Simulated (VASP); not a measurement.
AlCr2C: relaxation of shape and atoms at fixed volume with PBE

AlCr2C:

```
Al Cr C
1.0
     2.75177    0.00000    0.00000
    -1.37589    2.38310    0.00000
     0.00000    0.00000   12.31624
Al Cr C
2 4 2
Cartesian
  1.3759 0.7944 3.0791
  0.0000 1.5887 9.2372
  0.0000 1.5887 5.0926
  1.3759 0.7944 11.2508
  1.3759 0.7944 7.2236
  0.0000 1.5887 1.0655
  0.0000 0.0000 6.1581
  0.0000 0.0000 0.0000
```

This cell differs from its parent crystal: volume scaled by 0.91.

- Program: VASP 6.6.1
- Task: relaxation of shape and atoms at fixed volume
- Functional: PBE
- Potentials or basis: VASP PAW PBE potentials, release 64 (Al, Cr_pv, C)
- Cutoff: 600 eV
- k mesh: 12 × 12 × 4
- Occupations: gaussian, width 0.1 eV
- Spin: no spin polarisation
- Dipole correction: no
- Further INCAR settings: ALGO = Normal; EDIFF = 1e-06; IBRION = 2; EDIFFG = -0.01; NSW = 50; ISIF = 4

```yaml
Energy_gained_by_relaxing: 1.7 meV/atom
Ionic_steps: 5
Pressure_after_relaxing: 21.6 GPa
Largest_force_after_relaxing: 0.008 eV/Å
Band_gap_on_the_k_mesh: zero (band 31 reaches 11.61 eV, above the bottom of band 32 at 10.70 eV)
```

Forces in eV/Å, atoms in the order of the input:
```
Al   0.000  0.000  0.000
Al   0.000  0.000  0.000
Cr   0.000  0.000  0.008
Cr   0.000  0.000  0.008
Cr   0.000  0.000 -0.008
Cr   0.000  0.000 -0.008
C    0.000  0.000  0.000
C    0.000  0.000  0.000
```

Stress tensor (GPa, compression positive):
```
21.59  0.00  0.00
 0.00 21.59  0.00
 0.00  0.00 21.67
```

The path:
| step | energy change (eV) | largest force (eV/Å) | pressure (GPa) | volume (Å³) |
| --- | --- | --- | --- | --- |
| 1 | 0.0000 | 0.4368 | 23.07 | 80.77 |
| 2 | -0.0113 | 0.1670 | 21.12 | 80.77 |
| 3 | -0.0132 | 0.0001 | 21.62 | 80.77 |
| 4 | -0.0132 | 0.0077 | 21.61 | 80.77 |
| 5 | -0.0133 | 0.0083 | 21.62 | 80.77 |

Final structure:
```xyz
8
Lattice="2.7507 0.0000 0.0000 -1.3754 2.3822 0.0000 0.0000 0.0000 12.3257" Properties=species:S:1:pos:R:3 pbc="T T T"
Al    1.3754    0.7941    3.0814
Al    0.0000    1.5881    9.2443
Cr    0.0000    1.5881    5.0810
Cr    1.3754    0.7941   11.2439
Cr    1.3754    0.7941    7.2447
Cr    0.0000    1.5881    1.0818
C     0.0000    0.0000    6.1629
C     0.0000    0.0000    0.0000
```

Levels at points of the mesh, in eV from the Fermi level:
| k point | band 28 | band 29 | band 30 | band 31 | band 32 | band 33 |
| --- | --- | --- | --- | --- | --- | --- |
| (0.00, 0.00, 0.00) | -1.09 | -1.08 | -1.08 | -0.22 | -0.22 | -0.18 |
| (0.50, 0.00, 0.00) | -2.10 | 0.16 | 0.27 | 0.41 | 0.48 | 1.05 |
| (0.00, 0.00, 0.50) | -1.09 | -1.09 | -1.09 | -0.20 | -0.20 | -0.20 |
| (0.50, 0.00, 0.50) | -2.11 | 0.34 | 0.34 | 0.34 | 0.34 | 1.06 |

It took 10 min on 1 thread of Intel Xeon 6975P-C (shared host), peak memory 0.36 GiB.

Caveat: the cell differs from its parent crystal (volume scaled by 0.91). Spin polarisation is off, so any magnetic state and its effect on volume and gap are missing.
